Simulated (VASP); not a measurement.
Write the native input for VASP 6.6.1 that does the following.

| Quantity | Value |
| --- | --- |
| Task | single point |
| Functional | PBEsol |
| Dispersion | D3(BJ) |
| Potentials or basis | VASP PAW PBE potentials, release 64 (Al) |
| Cutoff | 520 eV |
| k mesh | 18 × 18 × 6 |
| Occupations | gaussian, width 0.15 eV |
| Spin | no spin polarisation |
| Dipole correction | no |
| Further INCAR settings | ALGO = Fast; EDIFF = 1e-06; NBANDS = 14 |

The structure of Al lies in POSCAR:

```
Al
1.0
    2.7977584988      0.0000000000      0.0000000000
   -1.3988792494      2.4229299336      0.0000000000
    0.0000000000      0.0000000000      8.4746902688
Al
4
Direct
    0.0000000000      0.0000000000      0.0000000000
    0.3333333333      0.6666666667      0.2500000000
    0.0000000000      0.0000000000      0.5000000000
    0.6666666667      0.3333333333      0.7500000000
```

This cell differs from its parent crystal: volume 14.362 Å^3 an atom, c/a of the conventional cell 3.0291.

The input as run:

INCAR

```
SYSTEM = Al
PREC     = Accurate       ! precision mode
ENCUT    = 520            ! plane-wave cutoff, eV
EDIFF    = 1E-6           ! SCF threshold, eV
ISMEAR   = 0              ! smearing method
SIGMA    = 0.15           ! smearing width, eV
LREAL    = .False.        ! projectors in reciprocal space
LASPH    = .True.         ! aspherical terms in the spheres
NELM     = 80             ! most SCF steps
ALGO     = Fast           ! electronic algorithm
ISIF     = 2              ! what is computed and relaxed
LWAVE    = .False.        ! write WAVECAR
LCHARG   = .False.        ! write CHGCAR
GGA      = PS             ! functional
IVDW     = 12             ! dispersion correction
NBANDS   = 14             ! bands
```

KPOINTS

```
Automatic mesh
0
Gamma
  18 18 6
  0 0 0
```

Potentials or basis: VASP PAW PBE potentials, release 64 (Al).

The run is started by

```bash
$ cat potpaw_PBE.64/Al/POTCAR > POTCAR
$ mpirun -np 1 vasp_std > vasp.out
```

It gave:

The pressure is 10.0 GPa, the band gap on the k mesh is zero (band 6 reaches 14.82 eV, above the bottom of band 7 at 7.59 eV) and the dispersion energy per atom is -0.365 eV.

Caveat: the PAW data sets were made with another functional, which shifts forces and pressure a little; pairwise dispersion overbinds metals, which lowers pressure and volume.

It took 41 s on 1 thread of Intel(R) Xeon(R) 6975P-C (Granite Rapids), on a shared host, peak memory 0.23 GiB.
